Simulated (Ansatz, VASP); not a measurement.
SrTiO3 in VASP and in Ansatz

```xyz
5
Lattice="3.9835 0.0000 0.0000 0.0000 3.9835 0.0000 0.0000 0.0000 3.9835" Properties=species:S:1:pos:R:3 pbc="T T T"
Sr    0.0000    0.0000    0.0000
Ti    1.9917    1.9917    1.9917
O     1.9917    1.9917    0.0000
O     1.9917    0.0000    1.9917
O     0.0000    1.9917    1.9917
```

Alike in both runs: task single point; functional r2SCAN; k mesh 6 × 6 × 6; no spin polarisation.

|  | VASP | Ansatz |
| --- | --- | --- |
| version | VASP 6.6.1 | Ansatz 0.2.0 |
| potentials or method | VASP PAW PBE potentials, release 64 (Sr_sv, Ti_sv, O) | plane waves, PAW |
| plane-wave cutoff (eV) | 520 | 500 |
| occupations | gaussian, width 0.01 eV | fixed |
| valence electrons in the cell | 40 | 40 |

Ansatz gave:

| Property | Result |
| --- | --- |
| gap on the k mesh at the Fermi level (eV) | 2.13 |
| pressure (GPa) | -9.7 |

Task: Which values does VASP return?

Result: gap on the k mesh at the Fermi level (eV): 2.14; pressure (GPa): -8.9.

VASP's potentials were made for PBE, not for r2SCAN.
